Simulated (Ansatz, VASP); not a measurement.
**Hf: VASP beside Ansatz**

INCAR

```
SYSTEM = Hf
ALGO     = Normal         ! electronic algorithm
EDIFF    = 1E-6           ! SCF threshold, eV
EDIFFG   = -0.01          ! ionic threshold
ENCUT    = 600            ! plane-wave cutoff, eV
GGA      = PS             ! functional
IBRION   = 2              ! ionic algorithm
ISIF     = 3              ! what is computed and relaxed
ISMEAR   = 0              ! smearing method
LASPH    = .TRUE.         ! aspherical terms in the spheres
LCHARG   = .FALSE.        ! write CHGCAR
LREAL    = .FALSE.        ! projectors in reciprocal space
LWAVE    = .FALSE.        ! write WAVECAR
NELM     = 100            ! most SCF steps
NSW      = 80             ! ionic steps
PREC     = Accurate       ! precision mode
SIGMA    = 0.1            ! smearing width, eV
```

The input KPOINTS:

```
k-points
0
G
  16 16 16
  0 0 0
```

Contents of POSCAR:

```
Hf
1.0
   -1.7464481148      1.7464481148      1.7464481148
    1.7464481148     -1.7464481148      1.7464481148
    1.7464481148      1.7464481148     -1.7464481148
Hf
1
Direct
    0.0000000000      0.0000000000      0.0000000000
```

Input for Ansatz:

```yaml
crystal:
  lattice:
    - [-1.7464481133, 1.7464481133, 1.7464481133]
    - [1.7464481133, -1.7464481133, 1.7464481133]
    - [1.7464481133, 1.7464481133, -1.7464481133]
  atoms:
    - { symbol: Hf, position: [0.0, 0.0, 0.0] }
basis:
  ecutwfc: 420
kpoints:
  mp_grid: { grid: [16, 16, 16] }
hamiltonian:
  xc: pbesol
scf:
  occupations: { method: gaussian, width: 0.1 }
output:
  forces: true
  stress: true
  eigenvalues: true
relax:
  adjacent_minimum: "off"
  f_tol: 0.01
  max_steps: 60
  cell: { stress_tol: 0.1 }
```

Alike in both runs: task relaxation of cell and atoms; functional PBEsol; k mesh 16 × 16 × 16; occupations gaussian, width 0.1 eV; no spin polarisation.

|  | VASP | Ansatz |
| --- | --- | --- |
| version | VASP 6.6.1 | Ansatz 0.2.0 |
| potentials or method | VASP PAW PBE potentials, release 64 (Hf_pv), cutoff 600 eV | scalar-relativistic, plane waves, PAW |
| valence electrons in the cell | 10 | 26 |

```csv
,VASP,Ansatz,Ansatz less VASP
"gap on the k mesh at the Fermi level, each at its own relaxed structure (eV)",none,none,-
relaxed volume (Å³/atom),21.22,21.27,+0.051
relaxed length of the cell vector where the two differ most in proportion (Å),3.021,3.023,+0.0024
```

VASP's potentials were made for PBE, not for PBEsol. A gap of «none» marks a metal or a gap that the smearing closes. VASP's potentials hold 10 valence electrons a cell and Ansatz's 26, so a difference there can come from the potentials and not from the codes.

Neither program's run includes spin-orbit coupling.
